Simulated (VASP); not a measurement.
A run of VASP 6.6.1 is set up as follows.

The input INCAR:

```
  PREC = Accurate
  ENCUT = 600
  EDIFF = 1E-7
  ISMEAR = 0
  SIGMA = 0.1
  LREAL = F
  LASPH = T
  NELM = 80
  ALGO = Normal
  ISIF = 3
  LWAVE = F
  LCHARG = F
  GGA = PE
  IBRION = 2
  NSW = 90
  EDIFFG = -0.04
```

File KPOINTS:

```
regular mesh
0
Gamma
  3 3 6
```

File POSCAR:

```
Ca4AlO
1.0
    8.6722435773      0.0000000000      0.0000000000
   -4.3361217887      7.5103832458      0.0000000000
    0.0000000000      0.0000000000      3.3145434812
Ca Al O
4 1 1
Direct
    0.3333333333      0.6666666667      0.0000000000
    0.1224633030      0.2449266060      0.5000000000
    0.7550733940      0.8775366970      0.5000000000
    0.1224633030      0.8775366970      0.5000000000
    0.6666666667      0.3333333333      0.0000000000
    0.0000000000      0.0000000000      0.0000000000
```

Potentials or basis: VASP PAW PBE potentials, release 64 (Ca_sv, Al, O).

Command:

```console
$ cat potpaw_PBE.64/Ca_sv/POTCAR potpaw_PBE.64/Al/POTCAR potpaw_PBE.64/O/POTCAR > POTCAR
$ mpirun -np 1 vasp_std > vasp.out
```

(1) Estimate the band gap on the k mesh.

## Answers

(1) zero (an odd number of electrons rules out a gap without spin polarisation).

Caveat: the relaxation stopped at its first step, so nothing moved; an odd number of electrons without spin polarisation forces a metal; a magnetic or distorted state may lie lower.
